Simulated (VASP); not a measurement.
Crystal: ZrB.

```
Zr B
1.0
     0.00000    2.29358    2.29358
     2.29358    0.00000    2.29358
     2.29358    2.29358    0.00000
Zr B
1 1
Cartesian
  0.0000 0.0000 0.0000
  2.2936 2.2936 2.2936
```

Base run:

| Quantity | Value |
| --- | --- |
| Program | VASP 6.6.1 |
| Functional | PBEsol |
| Potentials or basis | VASP PAW PBE potentials, release 64 (Zr_sv, B) |
| Cutoff | 520 eV |
| k mesh | 10 × 10 × 10 |
| Occupations | fermi-dirac, width 0.05 eV |
| Spin | no spin polarisation |

Its results: pressure 41.5 GPa.

Question: The run is repeated on the same cell with these changes: functional from PBEsol to PBE; further incar settings from ALGO = Normal; EDIFF = 1e-07; NBANDS = 14 to ALGO = Normal; EDIFF = 1e-06; NBANDS = 14. What comes out?

Answer: Pressure 47.2 GPa.

Caveats: the PAW data sets were made with another functional, which shifts forces and pressure a little (some runs).
